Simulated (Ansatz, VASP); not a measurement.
## TiB2 in VASP and in Ansatz

File INCAR:

```
PREC = Accurate ; ENCUT = 520
EDIFF = 1E-7 ; ISMEAR = 0
SIGMA = 0.15 ; LREAL = F
LASPH = T ; NELM = 60
ALGO = Normal ; ISIF = 2
LWAVE = F ; LCHARG = T
GGA = PE ; LELF = T
LVHAR = T ; NBANDS = 16
```

File KPOINTS:

```
Automatic mesh
0
Gamma
  18 18 14
```

POSCAR

```
TiB2
1.0
    3.0318048529      0.0000000000      0.0000000000
   -1.5159024265      2.5731076215      0.0000000000
    0.0000000000      0.0000000000      3.2242295241
Ti B
1 2
Direct
    0.0000000000      0.0000000000      0.0000000000
    0.3333333333      0.6666666667      0.5000000000
    0.6666666667      0.3333333333      0.5000000000
```

Input for Ansatz:

```yaml
crystal:
  lattice:
    - [3.0318048529, 0.0, 0.0]
    - [-1.5159024265, 2.5731076215, 0.0]
    - [0.0, 0.0, 3.2242295241]
  atoms:
    - { symbol: Ti, position: [0.0, 0.0, 0.0] }
    - { symbol: B, position: [0.3333333333, 0.6666666667, 0.5] }
    - { symbol: B, position: [0.6666666667, 0.3333333333, 0.5] }
basis:
  ecutwfc: 420
kpoints:
  mp_grid: { grid: [18, 18, 14] }
hamiltonian:
  xc: pbe
scf:
  occupations: { method: gaussian, width: 0.15 }
output:
  forces: true
  stress: true
  eigenvalues: true
```

Change from the starting cell: strain -0.0200 x Voigt [0, 1, 0, 0, 0, 0], atoms carried along.

Alike in both runs: task single point; functional PBE; k mesh 18 × 18 × 14; occupations gaussian, width 0.15 eV; no spin polarisation.

|  | VASP | Ansatz |
| --- | --- | --- |
| version | VASP 6.6.1 | Ansatz 0.2.0 |
| potentials or method | VASP PAW PBE potentials, release 64 (Ti_sv, B), cutoff 520 eV | scalar-relativistic, plane waves, PAW |
| valence electrons in the cell | 18 | 18 |

|  | VASP | Ansatz | Ansatz less VASP |
| --- | --- | --- | --- |
| gap on the k mesh at the Fermi level (eV) | none | none | - |
| pressure (GPa) | 6.1 | 5.9 | -0.19 |
| traceless stress, the component that is largest in VASP (GPa) | 8.17 | 8.17 | +0.004 |
| rms of the force components (eV/Å) | 0.042 | 0.042 | -0.0006 |

Atom by atom the forces differ by 0.001 eV/Å (rms over components). A gap of «none» marks a metal or a gap that the smearing closes. The functional is the same, so the differences come from potentials, cutoffs and numerics.
